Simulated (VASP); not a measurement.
Input of a VASP 6.6.1 run:

The input POSCAR:

```
Se
1.0
   -1.7171672322      1.7171672322      1.7171672322
    1.7171672322     -1.7171672322      1.7171672322
    1.7171672322      1.7171672322     -1.7171672322
Se
1
Direct
    0.0000000000      0.0000000000      0.0000000000
```

INCAR.step1

```
SYSTEM = Se
ALGO     = Normal         ! electronic algorithm
EDIFF    = 1E-4           ! SCF threshold, eV
ENCUT    = 520            ! plane-wave cutoff, eV
GGA      = PE             ! functional
ISMEAR   = -1             ! smearing method
LASPH    = .TRUE.         ! aspherical terms in the spheres
LCHARG   = .FALSE.        ! write CHGCAR
LREAL    = .FALSE.        ! projectors in reciprocal space
LWAVE    = .TRUE.         ! write WAVECAR
NBANDS   = 9              ! bands
NELM     = 100            ! most SCF steps
PREC     = Accurate       ! precision mode
SIGMA    = 0.1            ! smearing width, eV
```

The input INCAR.step2:

```
SYSTEM = Se
ALGO     = Normal         ! electronic algorithm
EDIFF    = 1E-7           ! SCF threshold, eV
ENCUT    = 520            ! plane-wave cutoff, eV
ISIF     = 2              ! what is computed and relaxed
ISMEAR   = -1             ! smearing method
ISTART   = 1            
LASPH    = .TRUE.         ! aspherical terms in the spheres
LCHARG   = .FALSE.        ! write CHGCAR
LMIXTAU  = .TRUE.       
LREAL    = .FALSE.        ! projectors in reciprocal space
LWAVE    = .FALSE.        ! write WAVECAR
METAGGA  = R2SCAN         ! meta-GGA
NBANDS   = 9              ! bands
NELM     = 100            ! most SCF steps
PREC     = Accurate       ! precision mode
SIGMA    = 0.1            ! smearing width, eV
```

File KPOINTS:

```
k-points
0
G
  7 7 7
  0 0 0
```

Potentials or basis: VASP PAW PBE potentials, release 64 (Se).

Run with:

```console
$ cat potpaw_PBE.64/Se/POTCAR > POTCAR
$ cp INCAR.step1 INCAR
$ mpirun -np 1 vasp_std > vasp.out
$ cp INCAR.step2 INCAR
$ mpirun -np 1 vasp_std > vasp.out
```

Q: Estimate the pressure.

A: -1.9 GPa.

Q: What does it give for the band gap on the k mesh?

A: Zero (bands 3 and 4 overlap by 6.32 eV).

Caveat: the k points lie up to 0.37 Å⁻¹ apart, too coarse for converged energies and pressures of a metal; the PAW data sets were made with another functional, which shifts forces and pressure a little.
